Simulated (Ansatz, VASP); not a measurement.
**Sc in VASP and in Ansatz**

```
CELL_PARAMETERS angstrom
5.10078 0.00000 0.00000
-2.55039 4.41741 0.00000
0.00000 0.00000 4.87862
ATOMIC_POSITIONS crystal
Sc 0.00000 0.00000 0.25000
Sc 0.00000 0.00000 0.75000
Sc 0.33333 0.66667 0.75000
Sc 0.66667 0.33333 0.25000
```

Alike in both runs: functional PBE; k mesh 12 × 12 × 10; occupations gaussian, width 0.1 eV; no spin polarisation.

Ansatz relaxed the structure, and its values are those at the end. VASP's run is a single point on that final structure, the one shown.

|  | VASP | Ansatz |
| --- | --- | --- |
| version | VASP 6.6.1 | Ansatz 0.2.0 |
| potentials or method | VASP PAW PBE potentials, release 64 (Sc_sv), cutoff 520 eV | scalar-relativistic, plane waves, PAW |
| valence electrons in the cell | 44 | 44 |

Ansatz gave:

- gap on the k mesh at the Fermi level (eV): none
- pressure (GPa): 0.0

**Question.** Which values does VASP return?

**Answer.** gap on the k mesh at the Fermi level (eV): none; pressure (GPa): 0.1.

A gap of «none» marks a metal or a gap that the smearing closes.
